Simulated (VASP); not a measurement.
Set up this calculation in VASP 6.6.1, as the native input.

* Task: single point
* Functional: PBE
* Potentials or basis: VASP PAW PBE potentials, release 64 (Al, Cl)
* Cutoff: 520 eV
* k mesh: 6 × 6 × 6
* Occupations: gaussian, width 0.1 eV
* Spin: no spin polarisation
* Dipole correction: no
* Further INCAR settings: ALGO = Normal; EDIFF = 1e-06; NBANDS = 38

The structure of Al2Cl3 lies in POSCAR:

```
Al2Cl3
1.0
    3.1837416389      1.8381340923      9.4204587149
   -3.1837416389      1.8381340923      9.4204587149
    0.0000000000     -3.6762681845      9.4204587149
Al Cl
4 6
Direct
    0.3732107492      0.3732107492      0.3732107492
    0.1267892508      0.1267892508      0.1267892508
    0.6267892508      0.6267892508      0.6267892508
    0.8732107492      0.8732107492      0.8732107492
    0.6091580650      0.8908419350      0.2500000000
    0.2500000000      0.6091580650      0.8908419350
    0.8908419350      0.2500000000      0.6091580650
    0.3908419350      0.1091580650      0.7500000000
    0.7500000000      0.3908419350      0.1091580650
    0.1091580650      0.7500000000      0.3908419350
```

One way to write it, as run:

INCAR

```
SYSTEM = Al2Cl3
ALGO     = Normal         ! electronic algorithm
EDIFF    = 1E-6           ! SCF threshold, eV
ENCUT    = 520            ! plane-wave cutoff, eV
GGA      = PE             ! functional
ISIF     = 2              ! what is computed and relaxed
ISMEAR   = 0              ! smearing method
LASPH    = .True.         ! aspherical terms in the spheres
LCHARG   = .False.        ! write CHGCAR
LREAL    = .False.        ! projectors in reciprocal space
LWAVE    = .False.        ! write WAVECAR
NBANDS   = 38             ! bands
NELM     = 60             ! most SCF steps
PREC     = Accurate       ! precision mode
SIGMA    = 0.1            ! smearing width, eV
```

KPOINTS

```
k-points
0
Gamma
  6 6 6
  0 0 0
```

Potentials or basis: VASP PAW PBE potentials, release 64 (Al, Cl).

Command:

```sh
$ cat potpaw_PBE.64/Al/POTCAR potpaw_PBE.64/Cl/POTCAR > POTCAR
$ mpirun -np 1 vasp_std > vasp.out
```

Results of the run:

```
Pressure               : -0.1 GPa
Largest force          : 0.014 eV/Å
Band gap on the k mesh : zero (bands 27 and 28 overlap by 1.12 eV)
```

It took 35 min on 1 thread of AMD EPYC 7R13 (shared host), peak memory 1.1 GiB.
